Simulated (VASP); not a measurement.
# Rh (I4/mmm) in VASP: single point with PBEsol

Aim: the single point of Rh with PBEsol.

Program: VASP 6.6.1. These are calculated values, not measurements. Logs are shortened: lines on timing, memory, paths and dates and some standing lists are left out, and cuts for length are marked.

## 1. The cell of the first run

It takes space group I4/mmm (No. 139, tetragonal). Conventional cell: a = 2.726 Å, b = 2.726 Å, c = 3.735 Å, α = 90.00°, β = 90.00°, γ = 90.00°. Within 3.5 Å of Rh (site symmetry 4/mmm) lie 12 Rh at 2.68 to 2.73 Å.

## 2. Single point, PBEsol (biaxial strain in the a-b plane: +2.0 %)

Input file INCAR:

```
PREC = Accurate ; ENCUT = 520
EDIFF = 1E-6 ; ISMEAR = 0
SIGMA = 0.1 ; LREAL = False
LASPH = True ; NELM = 80
ALGO = Fast ; ISIF = 2
LWAVE = False ; LCHARG = False
GGA = PS ; NBANDS = 22
```

Input file KPOINTS:

```
regular mesh
0
Gamma
  20 20 14
```

Input file POSCAR:

```
Rh
1.0
    1.9278013137      1.9278013137      0.0000000000
   -1.9278013137      1.9278013137      0.0000000000
    0.0000000000      0.0000000000      3.7346425450
Rh
2
Direct
    0.0000000000      0.0000000000      0.0000000000
    0.5000000000      0.5000000000      0.5000000000
```

Potentials or basis: VASP PAW PBE potentials, release 64 (Rh_pv).

On the command line:

```sh
$ cat potpaw_PBE.64/Rh_pv/POTCAR > POTCAR
$ mpirun -np 1 vasp_std > vasp.out
```

OUTCAR:

```text
PREC = Accurate
   ENCUT = 520
   EDIFF = 1E-6
   ISMEAR = 0
   LREAL = False
   LASPH = True
   NELM = 80
   ISIF = 2
   GGA = PS

 ion  position               nearest neighbor table
   1  0.000  0.000  0.000-   2 2.68   2 2.68   2 2.68   2 2.68   2 2.68   2 2.68   2 2.68   2 2.68

   2  0.500  0.500  0.500-   1 2.68   1 2.68   1 2.68   1 2.68   1 2.68   1 2.68   1 2.68   1 2.68

  LATTYP: Found a simple tetragonal cell.
 ALAT       =     2.7263227634
 C/A-ratio  =     1.3698460781

  Lattice vectors:

 A1 = (   1.9278013137,   1.9278013137,   0.0000000000)
 A2 = (  -1.9278013137,   1.9278013137,   0.0000000000)
 A3 = (   0.0000000000,   0.0000000000,   3.7346425450)

Analysis of symmetry for initial positions (statically):
=====================================================================
 Subroutine PRICEL returns following result:

  LATTYP: Found a body centered tetragonal cell.
 ALAT       =     2.7263227634
 C/A-ratio  =     1.3698460781

  Lattice vectors:

 A1 = (   0.0000000000,  -1.9278013137,  -1.8673212725)
 A2 = (   0.0000000000,   1.9278013137,  -1.8673212725)
 A3 = (   1.9278013137,   0.0000000000,   1.8673212725)

   2 primitive cells build up your supercell.

 Routine SETGRP: Setting up the symmetry group for a
 simple tetragonal supercell.

 Subroutine GETGRP returns: Found 16 space group operations
 (whereof 16 operations were pure point group operations)
 out of a pool of 16 trial point group operations.

The static configuration has the point symmetry D_4h.

Analysis of symmetry for dynamics (positions and initial velocities):
=====================================================================
 Subroutine PRICEL returns following result:

  LATTYP: Found a body centered tetragonal cell.
 ALAT       =     2.7263227634
 C/A-ratio  =     1.3698460781

  Lattice vectors:

 A1 = (   0.0000000000,  -1.9278013137,  -1.8673212725)
 A2 = (   0.0000000000,   1.9278013137,  -1.8673212725)
 A3 = (   1.9278013137,   0.0000000000,   1.8673212725)

   2 primitive cells build up your supercell.

 Routine SETGRP: Setting up the symmetry group for a
 simple tetragonal supercell.

 Subroutine GETGRP returns: Found 16 space group operations
 (whereof 16 operations were pure point group operations)
 out of a pool of 16 trial point group operations.

[... 90 lines left out ...]
   ISTART =      0    job   : 0-new  1-cont  2-samecut
   ICHARG =      2    charge: 1-file 2-atom 10-const
   ISPIN  =      1    spin polarized calculation?
   LNONCOLLINEAR =      F non collinear calculations
   LSORBIT =      F    spin-orbit coupling
   LASPH  =      T    aspherical Exc in radial PAW
   ENCUT  =  520.0 eV  38.22 Ry    6.18 a.u.   5.07  5.07  6.94*2*pi/ulx,y,z
   NELM   =     80;   NELMIN=  2; NELMDL= -5     # of ELM steps
   EDIFF  = 0.1E-05   stopping-criterion for ELM
   LREAL  =      F    real-space projection
   EDIFFG = 0.1E-04   stopping-criterion for IOM
   NSW    =      0    number of steps for IOM
   IBRION =     -1    ionic relax: 0-MD 1-quasi-New 2-CG
   NFREE  =      0    steps in history (QN), initial steepest desc. (CG)
   ISIF   =      2    stress and relaxation
   ISYM   =      2    0-nonsym 1-usesym 2-fastsym
   POTIM  = 0.5000    time-step for ionic-motion
   TEBEG  =    0.0;   TEEND  =   0.0 temperature during run
   PSTRESS=    0.0 pullay stress
   NELECT =      30.0000    total number of electrons
   NUPDOWN=      -1.0000    fix difference up-down
   EMIN   =  10.00;   EMAX   =-10.00  energy-range for DOS
   EFERMI =   0.00;   METHOD = LEGACY
   ISMEAR =     0;   SIGMA  =   0.10  broadening in eV -4-tet -1-fermi 0-gaus
   EFERMI_NEDOS =   21; number of points for ismear=-14 and -15
   IALGO  =     68    algorithm
   IMIX   =      4    mixing-type and parameters
     AMIX     =   0.40;   BMIX     =  1.00
     AMIX_MAG =   1.60;   BMIX_MAG =  1.00
  volume/ion in A,a.u.               =      13.88        93.66
  Fermi-wavevector in a.u.,A,eV,Ry     =   1.680018  3.174775 38.401928  2.822462
  Thomas-Fermi vector in A             =   2.763827
   LORBIT       =      0    0 simple, 1 ext, 2 COOP (PROOUT), +10 PAW based schemes
   GGA     = PS    functional components
   LHFCALC =     F    Hartree Fock is set to
   AEXX    =    0.0000 exact exchange contribution
   IVDW    =     0    specifies the selected vdW correction
   LEPSILON=     F    determine dielectric tensor
   LRPA    =     F    only Hartree local field effects (RPA)
 non-spin polarized calculation
 RMM-DIIS sequential band-by-band and
 Gauss-broadening in eV      SIGMA  =   0.10
  energy-cutoff  :      520.00
  volume of cell :       27.76
 maximum number of plane-waves:       772
   NGX = 11   NGY = 11   NGZ = 13

 number of electron      30.0000020 magnetization

 Free energy of the ion-electron system (eV)
  ---------------------------------------------------
  ext. energy  EPLUGINS =         0.00000000
  ---------------------------------------------------
  free energy    TOTEN  =       -16.24980747 eV

  energy without entropy =      -16.23630274  energy(sigma->0) =      -16.24305511

 E-fermi :  11.5762     XC(G=0): -14.1571

 val. band max:       11.5744223022   @ k =   0.2500   0.0000   0.4286
 cond. band min:      11.5766754676   @ k =   0.4500   0.4000   0.1429
 fundamental gap:      0.0022531654
 Fermi energy:        11.5761560107

 k-point     1 :       0.0000    0.0000    0.0000
  band No.  band energies     occupation
      1     -35.4006      2.00000
      2     -35.0319      2.00000
      3     -35.0319      2.00000
      4     -34.7438      2.00000
      5     -34.7438      2.00000
      6     -34.7230      2.00000
[... 589 lines left out ...]
     21      25.2963      0.00000
     22      29.2092      0.00000

 [... further k-points ...]

------------------------ aborting loop because EDIFF is reached ----------------------------------------

  FORCE on cell =-STRESS in cart. coord.  units (eV):
  Direction    XX          YY          ZZ          XY          YZ          ZX
  --------------------------------------------------------------------------------------
  -------------------------------------------------------------------------------------
  Total       -1.7397108     -1.7397108     -0.4251711      0.0000000      0.0000000      0.0000000
  in kB     -100.4116429   -100.4116429    -24.5397824      0.0000000      0.0000000      0.0000000
  external PRESSURE =     -75.1210227 kB  Pullay stress =       0.0000000 kB

 VOLUME and BASIS-vectors are now :
 -----------------------------------------------------------------------------
  energy-cutoff  :      520.00
  volume of cell :       27.76
      direct lattice vectors                 reciprocal lattice vectors
     1.927801314  1.927801314  0.000000000     0.259362828  0.259362828  0.000000000
    -1.927801314  1.927801314  0.000000000    -0.259362828  0.259362828  0.000000000
     0.000000000  0.000000000  3.734642545     0.000000000  0.000000000  0.267763243

 POSITION                                       TOTAL-FORCE (eV/Angst)
 -----------------------------------------------------------------------------------
      0.00000      0.00000      0.00000        -0.000000     -0.000000     -0.000000
      0.00000      1.92780      1.86732         0.000000      0.000000      0.000000
 -----------------------------------------------------------------------------------
    total drift:                               -0.000000      0.000000      0.000000

  FREE ENERGIE OF THE ION-ELECTRON SYSTEM (eV)
  ---------------------------------------------------
  free  energy   TOTEN  =       -16.2498074726 eV

  energy  without entropy=      -16.2363027406  energy(sigma->0) =      -16.24305511
```

stdout:

```text
POSCAR found type information on POSCAR Rh
 POSCAR found :  1 types and       2 ions
 scaLAPACK will be used
 -----------------------------------------------------------------------------
|                                                                             |
|                                                                             |
|     You enforced a specific xc type in the INCAR file but a different       |
|     I HOPE YOU KNOW WHAT YOU ARE DOING!                                     |
|                                                                             |
 -----------------------------------------------------------------------------

 LDA part: xc-table for (Slater+PW92), standard interpolation
 POSCAR, INCAR and KPOINTS ok, starting setup
 FFT: planning ... GRIDC
 FFT: planning ... GRID_SOFT
 FFT: planning ... GRID
 WAVECAR not read
 entering main loop
```

Run time: 88 s. Hardware: 1 thread of Intel Xeon 6975P-C (Granite Rapids), shared host; peak memory 0.33 GiB.

Results:

| Quantity | Value |
| --- | --- |
| Free energy | -16.2498 eV |
| Pressure | -7.5 GPa |
| Band gap on the k mesh | zero (bands 15 and 16 overlap by 2.64 eV) |

Stress tensor (GPa, compression positive):
```
-10.04   0.00   0.00
  0.00 -10.04   0.00
  0.00   0.00  -2.45
```

Levels at points of the mesh, in eV from the Fermi level:
```csv
k point,band 12,band 13,band 14,band 15,band 16,band 17,band 18,band 19
"(0.00, 0.00, 0.00)",-2.82,-1.17,-0.77,0.54,1.00,1.00,3.63,12.71
"(0.50, 0.00, 0.00)",-3.46,-1.92,-1.92,-1.16,-1.16,2.84,2.84,13.57
"(0.50, 0.50, 0.00)",0.55,0.82,0.82,1.11,1.11,2.95,2.95,11.82
"(0.00, 0.00, 0.50)",-1.69,-1.53,-1.53,-1.53,-1.53,-0.37,-0.37,18.37
"(0.50, 0.00, 0.50)",-2.93,0.48,0.48,0.66,0.66,0.67,0.67,8.50
"(0.50, 0.50, 0.50)",-3.78,-1.13,-1.13,0.83,0.83,9.53,9.53,9.53
```

Caveat: the cell differs from its parent crystal (biaxial strain in the a-b plane: +2.0 %); the stress differs along the axes, from -10 to -2 GPa; the PAW data sets were made with another functional, which shifts forces and pressure a little.
